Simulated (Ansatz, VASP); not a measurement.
# CsCl: VASP beside Ansatz

File POSCAR:

```
CsCl
1.0
    4.1368323970      0.0000000000      0.0000000000
    0.0000000000      4.1368323970      0.0000000000
    0.0000000000      0.0000000000      4.1368323970
Cs Cl
1 1
Direct
    0.0000000000      0.0000000000      0.0000000000
    0.5000000000      0.5000000000      0.5000000000
```

File INCAR.step1:

```
PREC = Accurate ; ENCUT = 550
ISMEAR = 0 ; SIGMA = 0.01
LREAL = False ; LASPH = True
NELM = 120 ; NBANDS = 15
GGA = PE ; ALGO = Normal
EDIFF = 1E-5 ; LWAVE = True
LCHARG = False ; GGA_COMPAT = False
```

Contents of INCAR.step2:

```
PREC = Accurate ; ENCUT = 550
EDIFF = 1E-6 ; ISMEAR = 0
SIGMA = 0.01 ; LREAL = False
LASPH = True ; NELM = 120
ALGO = Normal ; ISIF = 2
LWAVE = False ; LCHARG = False
METAGGA = R2SCAN ; LMIXTAU = True
NBANDS = 15 ; ISTART = 1
GGA_COMPAT = False
```

KPOINTS

```
regular mesh
0
Gamma
  6 6 6
```

Input for Ansatz:

```yaml
crystal:
  lattice:
    - [4.136832397, 0.0, 0.0]
    - [0.0, 4.136832397, 0.0]
    - [0.0, 0.0, 4.136832397]
  atoms:
    - { symbol: Cs, position: [0.0, 0.0, 0.0] }
    - { symbol: Cl, position: [0.5, 0.5, 0.5] }
kpoints:
  mp_grid: { grid: [6, 6, 6] }
  band_path:
    path: [[0.0, 0.0, 0.0], [0.0, 0.5, 0.0], [0.5, 0.5, 0.0], [0.5, 0.5, 0.5]]
    npoints: 1
hamiltonian:
  xc: r2scan
scf:
  occupations: { method: fixed }
  n_extra_bands: 4
output:
  forces: true
  stress: true
  eigenvalues: true
```

Alike in both runs: task single point; functional r2SCAN; k mesh 6 × 6 × 6; no spin polarisation.

|  | VASP | Ansatz |
| --- | --- | --- |
| version | VASP 6.6.1 | Ansatz 0.2.0 |
| potentials or method | VASP PAW PBE potentials, release 64 (Cs_sv, Cl) | plane waves, PAW |
| plane-wave cutoff (eV) | 550 | 500 |
| occupations | gaussian, width 0.01 eV | fixed |
| valence electrons in the cell | 16 | 16 |

|  | VASP | Ansatz | Ansatz less VASP |
| --- | --- | --- | --- |
| gap on the k mesh at the Fermi level (eV) | 5.91 | 5.91 | +0.003 |
| pressure (GPa) | 0.1 | 0.0 | -0.04 |

VASP's potentials were made for PBE, not for r2SCAN.

Spin-orbit coupling is off throughout.
